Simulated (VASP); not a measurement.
# Mg5O (P6_3/mmc) in VASP: notebook, part 2 of 3

VASP 6.6.1. The steps go on from the part before.

### Step 3. Relaxation of cell and atoms, PBE

This run uses another cell than the first one, of 16.04 Å³/atom, 0.875 times its volume.

The input, INCAR:

```
ALGO = Normal
EDIFF = 1E-6
EDIFFG = -0.08
ENCUT = 600
GGA = PE
IBRION = 2
ISIF = 3
ISMEAR = 0
LASPH = True
LCHARG = False
LREAL = False
LWAVE = False
NELM = 60
NSW = 36
PREC = Accurate
SIGMA = 0.2
```

The input, KPOINTS:

```
k-points
0
Gamma
  6 6 1
```

The input, POSCAR:

```
Mg5O
1.0
    3.1500000000      0.0000000000      0.0000000000
   -1.5750000000      2.7279800200      0.0000000000
    0.0000000000      0.0000000000     22.4000000000
Mg O
10 2
Direct
    0.3333333300      0.6666666700      0.4500000000
    0.6666666700      0.3333333300      0.5500000000
    0.3333333300      0.6666666700      0.6500000000
    0.6666666700      0.3333333300      0.7500000000
    0.3333333300      0.6666666700      0.0500000000
    0.6666666700      0.3333333300      0.9500000000
    0.3333333300      0.6666666700      0.8500000000
    0.6666666700      0.3333333300      0.3500000000
    0.3333333300      0.6666666700      0.2500000000
    0.6666666700      0.3333333300      0.1500000000
    0.0000000000      0.0000000000      0.5000000000
    0.0000000000      0.0000000000      0.0000000000
```

Potentials or basis: VASP PAW PBE potentials, release 64 (Mg, O).

Started as:

```
cat potpaw_PBE.64/Mg/POTCAR potpaw_PBE.64/O/POTCAR > POTCAR
mpirun -np 1 vasp_std > vasp.out
```

OUTCAR:

```text
EDIFF = 1E-6
   EDIFFG = -0.08
   ENCUT = 600
   GGA = PE
   IBRION = 2
   ISIF = 3
   ISMEAR = 0
   LASPH = True
   LREAL = False
   NELM = 60
   NSW = 36
   PREC = Accurate

 ion  position               nearest neighbor table
   1  0.333  0.667  0.450-  11 2.14  11 2.14  11 2.14   2 2.89   8 2.89   2 2.89   8 2.89   2 2.89
                             8 2.89
   2  0.667  0.333  0.550-  11 2.14  11 2.14  11 2.14   1 2.89   3 2.89   1 2.89   3 2.89   1 2.89
                             3 2.89
   3  0.333  0.667  0.650-   2 2.89   4 2.89   2 2.89   4 2.89   2 2.89   4 2.89
   4  0.667  0.333  0.750-   3 2.89   7 2.89   3 2.89   7 2.89   3 2.89   7 2.89
   5  0.333  0.667  0.050-  12 2.14  12 2.14  12 2.14   6 2.89  10 2.89   6 2.89  10 2.89   6 2.89
                            10 2.89
   6  0.667  0.333  0.950-  12 2.14  12 2.14  12 2.14   5 2.89   7 2.89   5 2.89   7 2.89   5 2.89
                             7 2.89
   7  0.333  0.667  0.850-   4 2.89   6 2.89   4 2.89   6 2.89   4 2.89   6 2.89
   8  0.667  0.333  0.350-   1 2.89   9 2.89   1 2.89   9 2.89   1 2.89   9 2.89
   9  0.333  0.667  0.250-   8 2.89  10 2.89   8 2.89  10 2.89   8 2.89  10 2.89
  10  0.667  0.333  0.150-   5 2.89   9 2.89   5 2.89   9 2.89   5 2.89   9 2.89
  11  0.000  0.000  0.500-   1 2.14   2 2.14   1 2.14   2 2.14   2 2.14   1 2.14
  12  0.000  0.000  0.000-   5 2.14   6 2.14   5 2.14   6 2.14   6 2.14   5 2.14

  LATTYP: Found a hexagonal cell.
 ALAT       =     3.1500000000
 C/A-ratio  =     7.1111111111

  Lattice vectors:

 A1 = (   3.1500000000,   0.0000000000,   0.0000000000)
 A2 = (  -1.5750000000,   2.7279800200,   0.0000000000)
 A3 = (   0.0000000000,   0.0000000000,  22.4000000000)

Analysis of symmetry for initial positions (statically):
=====================================================================
 Subroutine PRICEL returns:
 Original cell was already a primitive cell.

 Routine SETGRP: Setting up the symmetry group for a
 hexagonal supercell.

 Subroutine GETGRP returns: Found 24 space group operations
 (whereof 12 operations were pure point group operations)
 out of a pool of 24 trial point group operations.

The static configuration has the point symmetry D_3d.
 The point group associated with its full space group is D_6h.

Analysis of symmetry for dynamics (positions and initial velocities):
=====================================================================
 Subroutine PRICEL returns:
[... 129 lines left out ...]
   IALGO  =     38    algorithm
   IMIX   =      4    mixing-type and parameters
     AMIX     =   0.40;   BMIX     =  1.00
     AMIX_MAG =   1.60;   BMIX_MAG =  1.00
  volume/ion in A,a.u.               =      16.04       108.25
  Fermi-wavevector in a.u.,A,eV,Ry     =   0.900171  1.701076 11.024902  0.810307
  Thomas-Fermi vector in A             =   2.023095
   LORBIT       =      0    0 simple, 1 ext, 2 COOP (PROOUT), +10 PAW based schemes
   GGA     = PE    functional components
   LHFCALC =     F    Hartree Fock is set to
   AEXX    =    0.0000 exact exchange contribution
   IVDW    =     0    specifies the selected vdW correction
   LEPSILON=     F    determine dielectric tensor
   LRPA    =     F    only Hartree local field effects (RPA)
 conjugate gradient relaxation of ions
 non-spin polarized calculation
 Gauss-broadening in eV      SIGMA  =   0.20
  energy-cutoff  :      600.00
  volume of cell :      192.49
 maximum number of plane-waves:      6449
 NGX is ok and might be reduce to    28
   NGX = 13   NGY = 13   NGZ = 89

--------------------------------------- Ionic step        1  -------------------------------------------

 number of electron      31.9999991 magnetization

 Free energy of the ion-electron system (eV)
  ---------------------------------------------------
  ext. energy  EPLUGINS =         0.00000000
  ---------------------------------------------------
  free energy    TOTEN  =       -32.68127353 eV

  energy without entropy =      -32.58698064  energy(sigma->0) =      -32.63412709

------------------------ aborting loop because EDIFF is reached ----------------------------------------

  FORCE on cell =-STRESS in cart. coord.  units (eV):
  Direction    XX          YY          ZZ          XY          YZ          ZX
  --------------------------------------------------------------------------------------
  -------------------------------------------------------------------------------------
  Total        5.0012444      5.0012444     24.0880842      0.0000000      0.0000000      0.0000000
  in kB       41.6283215     41.6283214    200.4994037      0.0000000      0.0000000      0.0000000
  external PRESSURE =      94.5853489 kB  Pullay stress =       0.0000000 kB
[... 309 lines left out ...]
--------------------------------------- Ionic step        8  -------------------------------------------

 number of electron      32.0000003 magnetization

 Free energy of the ion-electron system (eV)
  ---------------------------------------------------
  ext. energy  EPLUGINS =         0.00000000
  ---------------------------------------------------
  free energy    TOTEN  =       -34.14338798 eV

  energy without entropy =      -34.02017555  energy(sigma->0) =      -34.08178176

 E-fermi :   3.6228     XC(G=0):  -8.9706

 val. band max:        3.5637501418   @ k =   0.5000  -0.0000   0.0000
 cond. band min:       3.6229554196   @ k =   0.3333   0.1667   0.0000
 fundamental gap:      0.0592052777
 Fermi energy:         3.6228065405

 k-point     1 :       0.0000    0.0000    0.0000
  band No.  band energies     occupation
      1     -16.5378      2.00000
      2     -16.5377      2.00000
      3      -3.8909      2.00000
      4      -3.8122      2.00000
      5      -3.3437      2.00000
      6      -2.9820      2.00000
[... 210 lines left out ...]
  FREE ENERGIE OF THE ION-ELECTRON SYSTEM (eV)
  ---------------------------------------------------
  free  energy   TOTEN  =       -34.1433879775 eV

  energy  without entropy=      -34.0201755451  energy(sigma->0) =      -34.08178176

 reached required accuracy - stopping structural energy minimisation
```

CONTCAR:

```text
Mg5O
   1.00000000000000
     3.1486206504622811   -0.0000000000000000   -0.0000000000000000
    -1.5743103252311406    2.7267854682697075   -0.0000000000000000
    -0.0000000000000000   -0.0000000000000000   25.6048969233421602
  Mg              O
    10     2
Direct
     0.3333333300000021    0.6666666699999979    0.4518949533901682
     0.6666666699999979    0.3333333300000021    0.5481050466098318
     0.3333333300000021    0.6666666699999979    0.6499907892817860
     0.6666666699999979    0.3333333300000021    0.7500000000000000
     0.3333333300000021    0.6666666699999979    0.0481050466098319
     0.6666666699999979    0.3333333300000021    0.9518949533901682
     0.3333333300000021    0.6666666699999979    0.8500092107182140
     0.6666666699999979    0.3333333300000021    0.3500092107182139
     0.3333333300000021    0.6666666699999979    0.2500000000000000
     0.6666666699999979    0.3333333300000021    0.1499907892817861
     0.0000000000000000    1.0000000000000000    0.5000000000000000
     0.0000000000000000    1.0000000000000000    1.0000000000000000

  0.00000000E+00  0.00000000E+00  0.00000000E+00
  0.00000000E+00  0.00000000E+00  0.00000000E+00
  0.00000000E+00  0.00000000E+00  0.00000000E+00
  0.00000000E+00  0.00000000E+00  0.00000000E+00
  0.00000000E+00  0.00000000E+00  0.00000000E+00
  0.00000000E+00  0.00000000E+00  0.00000000E+00
  0.00000000E+00  0.00000000E+00  0.00000000E+00
  0.00000000E+00  0.00000000E+00  0.00000000E+00
  0.00000000E+00  0.00000000E+00  0.00000000E+00
  0.00000000E+00  0.00000000E+00  0.00000000E+00
  0.00000000E+00  0.00000000E+00  0.00000000E+00
  0.00000000E+00  0.00000000E+00  0.00000000E+00
```

Run time: 3.1 min. Hardware: 1 thread of Intel Xeon 6975P-C (Granite Rapids), shared host; peak memory 0.39 GiB.

Results:

```yaml
Free_energy: -34.1434 eV
Relaxed_volume: 18.32 Å³/atom
Relaxed_cell: a = 3.149 Å, b = 3.149 Å, c = 25.605 Å, α = 90.00°, β = 90.00°, γ = 120.00°
Space_group_after_relaxing_to_0.05_Å: P6_3/mmc (No. 194)
Energy_gained_by_relaxing: 121.8 meV/atom
Ionic_steps: 8
Pressure_after_relaxing: -0.1 GPa
Largest_force_after_relaxing: 0.068 eV/Å
Band_gap_on_the_k_mesh: zero (band 16 reaches 3.70 eV, above the bottom of band 17 at 2.34 eV)
```

Forces on the atoms (eV/Å):
```
Mg   0.000  0.000 -0.031
Mg   0.000  0.000  0.031
Mg   0.000  0.000 -0.068
Mg   0.000  0.000  0.000
Mg   0.000  0.000  0.031
Mg   0.000  0.000 -0.031
Mg   0.000  0.000  0.068
Mg   0.000  0.000  0.068
Mg   0.000  0.000  0.000
Mg   0.000  0.000 -0.068
O    0.000  0.000  0.000
O    0.000  0.000  0.000
```

The path:
| step | energy change (eV) | largest force (eV/Å) | pressure (GPa) | volume (Å³) |
| --- | --- | --- | --- | --- |
| 1 | 0.0000 | 0.3289 | 9.46 | 192.49 |
| 2 | -1.2726 | 0.3987 | -0.50 | 219.70 |
| 3 | -1.2826 | 0.4982 | -1.34 | 223.32 |
| 4 | -1.4114 | 0.2868 | -0.45 | 220.22 |
| 5 | -1.4494 | 0.1304 | 0.30 | 217.59 |
| 6 | -1.4548 | 0.1172 | 0.06 | 218.66 |
| 7 | -1.4577 | 0.0996 | -0.27 | 220.22 |
| 8 | -1.4621 | 0.0681 | -0.13 | 219.83 |

Final structure:
```cif
data_structure
_symmetry_space_group_name_H-M 'P 1'
_symmetry_Int_Tables_number 1
_cell_length_a 3.1486
_cell_length_b 3.1486
_cell_length_c 25.6049
_cell_angle_alpha 90.000
_cell_angle_beta 90.000
_cell_angle_gamma 120.000
_cell_volume 219.83
loop_
_atom_site_label
_atom_site_type_symbol
_atom_site_fract_x
_atom_site_fract_y
_atom_site_fract_z
_atom_site_occupancy
Mg1 Mg 0.33333 0.66667 0.45189 1
Mg2 Mg 0.66667 0.33333 0.54810 1
Mg3 Mg 0.33333 0.66667 0.64999 1
Mg4 Mg 0.66667 0.33333 0.75000 1
Mg5 Mg 0.33333 0.66667 0.04811 1
Mg6 Mg 0.66667 0.33333 0.95189 1
Mg7 Mg 0.33333 0.66667 0.85001 1
Mg8 Mg 0.66667 0.33333 0.35001 1
Mg9 Mg 0.33333 0.66667 0.25000 1
Mg10 Mg 0.66667 0.33333 0.14999 1
O1 O 0.00000 0.00000 0.50000 1
O2 O 0.00000 0.00000 0.00000 1
```

Caveat: the k points lie up to 0.38 Å⁻¹ apart in the final cell; the relaxation stopped at a loose force limit of 0.08 eV/Å, so its end isn't a converged minimum.

### Step 4. Relaxation of cell and atoms, PBE

The input, INCAR:

```
SYSTEM = Mg5O
PREC     = Accurate       ! precision mode
ENCUT    = 600            ! plane-wave cutoff, eV
EDIFF    = 1E-6           ! SCF threshold, eV
ISMEAR   = 0              ! smearing method
SIGMA    = 0.1            ! smearing width, eV
LREAL    = .False.        ! projectors in reciprocal space
LASPH    = .True.         ! aspherical terms in the spheres
NELM     = 80             ! most SCF steps
ALGO     = Normal         ! electronic algorithm
ISIF     = 3              ! what is computed and relaxed
LWAVE    = .False.        ! write WAVECAR
LCHARG   = .False.        ! write CHGCAR
GGA      = PE             ! functional
IBRION   = 2              ! ionic algorithm
NSW      = 100            ! ionic steps
EDIFFG   = -0.01          ! ionic threshold
```

The input, KPOINTS:

```
regular mesh
0
Gamma
  12 12 2
  0 0 0
```

The input, POSCAR:

```
Mg5O
1.0
    3.1504227934      0.0000000000      0.0000000000
   -1.5752113967      2.7283461718      0.0000000000
    0.0000000000      0.0000000000     25.5912103351
Mg O
10 2
Direct
    0.3333333333      0.6666666667      0.4518614918
    0.6666666667      0.3333333333      0.5481385082
    0.3333333333      0.6666666667      0.6492250327
    0.6666666667      0.3333333333      0.7500000000
    0.3333333333      0.6666666667      0.0481385082
    0.6666666667      0.3333333333      0.9518614918
    0.3333333333      0.6666666667      0.8507749673
    0.6666666667      0.3333333333      0.3507749673
    0.3333333333      0.6666666667      0.2500000000
    0.6666666667      0.3333333333      0.1492250327
    0.0000000000      0.0000000000      0.5000000000
    0.0000000000      0.0000000000      0.0000000000
```

Started as:

```
cat potpaw_PBE.64/Mg/POTCAR potpaw_PBE.64/O/POTCAR > POTCAR
mpirun -np 1 vasp_std > vasp.out
```

Wall time 16 min (1 thread of Intel Xeon 6975P-C, shared host); peak memory 0.56 GiB.

The run converged. Its results:

- Free energy: -34.2814 eV
- Relaxed volume: 18.20 Å³/atom
- Relaxed cell: a = 3.142 Å, b = 3.142 Å, c = 25.549 Å, α = 90.00°, β = 90.00°, γ = 120.00°
- Space group after relaxing (to 0.05 Å): P6_3/mmc (No. 194)
- Energy gained by relaxing: 0.1 meV/atom
- Ionic steps: 6
- Pressure after relaxing: 0.0 GPa
- Largest force after relaxing: 0.010 eV/Å
- Band gap on the k mesh: zero (band 16 reaches 3.94 eV, above the bottom of band 17 at 2.39 eV)

Forces in eV/Å, atoms in the order of the input:
```
Mg   0.000  0.000 -0.010
Mg   0.000  0.000  0.010
Mg   0.000  0.000  0.003
Mg   0.000  0.000  0.000
Mg   0.000  0.000  0.010
Mg   0.000  0.000 -0.010
Mg   0.000  0.000 -0.003
Mg   0.000  0.000 -0.003
Mg   0.000  0.000  0.000
Mg   0.000  0.000  0.003
O    0.000  0.000  0.000
O    0.000  0.000  0.000
```

Step by step:
```csv
step,energy change (eV),largest force (eV/Å),pressure (GPa),volume (Å³)
1,0.0000,0.0021,-0.36,219.97
2,-0.0017,0.0224,-0.03,218.67
3,-0.0017,0.0248,-0.01,218.52
4,-0.0017,0.0256,0.02,218.45
5,-0.0017,0.0253,0.00,218.48
6,-0.0018,0.0098,0.00,218.44
```

Final structure:
```
Mg O
1.0
     3.14209    0.00000    0.00000
    -1.57105    2.72113    0.00000
     0.00000    0.00000   25.54855
Mg O
10 2
Direct
  0.33333 0.66667 0.45181
  0.66667 0.33333 0.54819
  0.33333 0.66667 0.64923
  0.66667 0.33333 0.75000
  0.33333 0.66667 0.04819
  0.66667 0.33333 0.95181
  0.33333 0.66667 0.85077
  0.66667 0.33333 0.35077
  0.33333 0.66667 0.25000
  0.66667 0.33333 0.14923
  0.00000 0.00000 0.50000
  0.00000 0.00000 0.00000
```

Levels at points of the mesh, in eV from the Fermi level:
```
           k point  band 14  band 15  band 16  band 17  band 18  band 19
(0.00, 0.00, 0.00)    -3.89    -3.34    -2.20    -1.15     0.30     0.60
(0.50, 0.00, 0.00)    -1.30    -1.21    -0.78    -0.58     0.04     0.17
(0.00, 0.00, 0.50)    -4.28    -2.74    -2.74    -0.54    -0.54     1.50
(0.50, 0.00, 0.50)    -1.38    -1.05    -1.05    -0.23    -0.23     0.33
```

(Part 2 of 3 ends here.)
